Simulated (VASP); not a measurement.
**Hf: single point with LDA**

The system is Hf.

```
Hf
1.0
    -1.72195    1.72195    1.72195
     1.72195   -1.72195    1.72195
     1.72195    1.72195   -1.72195
Hf
1
Direct
  0.00000 0.00000 0.00000
```

| Quantity | Value |
| --- | --- |
| Program | VASP 6.6.1 |
| Task | single point |
| Functional | LDA |
| Potentials or basis | VASP PAW LDA potentials, release 64 (Hf_pv) |
| Cutoff | 520 eV |
| k mesh | 10 × 10 × 10 |
| Occupations | fermi-dirac, width 0.05 eV |
| Spin | no spin polarisation |

```yaml
Pressure: 0.1 GPa
Band_gap_on_the_k_mesh: zero (band 5 reaches 6.60 eV, above the bottom of band 6 at 4.26 eV)
```

Levels at points of the mesh, in eV from the Fermi level:
| k point | band 1 | band 2 | band 3 | band 4 | band 5 | band 6 | band 7 | band 8 | band 9 | band 10 |
| --- | --- | --- | --- | --- | --- | --- | --- | --- | --- | --- |
| (0.00, 0.00, 0.00) | -29.37 | -29.37 | -29.37 | -7.30 | 1.46 | 1.46 | 1.46 | 4.52 | 4.52 | 12.60 |
| (0.50, 0.00, 0.00) | -30.50 | -29.73 | -29.38 | -3.71 | -0.77 | 1.56 | 4.40 | 5.49 | 8.33 | 10.96 |
| (0.50, 0.50, 0.50) | -30.15 | -30.15 | -30.15 | -3.04 | -3.04 | 7.37 | 7.37 | 7.37 | 8.03 | 8.03 |

It took 8.2 s on 1 thread of Intel Xeon 8259CL, on a shared host, peak memory 0.13 GiB.

Caveat: spin-orbit coupling is left out, which moves the levels of the heavy elements.
